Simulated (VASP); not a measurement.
Write the native input for VASP 6.6.1 that does the following.

- Task: single point
- Functional: PBEsol
- Potentials or basis: VASP PAW PBE potentials, release 64 (Ni, O)
- Cutoff: 520 eV
- k mesh: 12 × 12 × 6
- Occupations: gaussian, width 0.05 eV
- Spin: no spin polarisation
- Dipole correction: no
- Further INCAR settings: ALGO = Normal; EDIFF = 1e-06; NBANDS = 18

The structure of NiO2 lies in POSCAR:

```
NiO2
1.0
    2.7134934025      0.0000000000      0.0000000000
   -1.3567467013      2.3499542196      0.0000000000
    0.0000000000      0.0000000000      5.2343287735
Ni O
1 2
Direct
    0.0000000000      0.0000000000      0.5000000000
    0.6666666667      0.3333333333      0.6373845568
    0.3333333333      0.6666666667      0.3626154432
```

This cell differs from its parent crystal: c/a of the conventional cell at fixed volume 1.9290.

These files were run (other wordings do the same):

INCAR

```
SYSTEM = NiO2
  ALGO = Normal
  EDIFF = 1E-6
  ENCUT = 520
  GGA = PS
  ISIF = 2
  ISMEAR = 0
  LASPH = .TRUE.
  LCHARG = .FALSE.
  LREAL = .FALSE.
  LWAVE = .FALSE.
  NBANDS = 18
  NELM = 80
  PREC = Accurate
  SIGMA = 0.05
```

KPOINTS

```
k-points
0
G
  12 12 6
  0 0 0
```

Potentials or basis: VASP PAW PBE potentials, release 64 (Ni, O).

Run with:

```sh
$ cat potpaw_PBE.64/Ni/POTCAR potpaw_PBE.64/O/POTCAR > POTCAR
$ mpirun -np 1 vasp_std > vasp.out
```

It gave:

```
Pressure               : 55.8 GPa
Largest force          : 6.311 eV/Å
Band gap on the k mesh : 1.08 eV, indirect (least direct gap 1.71 eV)
```

Caveat: the PAW data sets were made with another functional, which shifts forces and pressure a little.

Wall time 58 s on 1 thread of Intel(R) Xeon(R) Platinum 8375C CPU @ 2.90GHz (Ice Lake), on a shared host, peak memory 0.18 GiB.
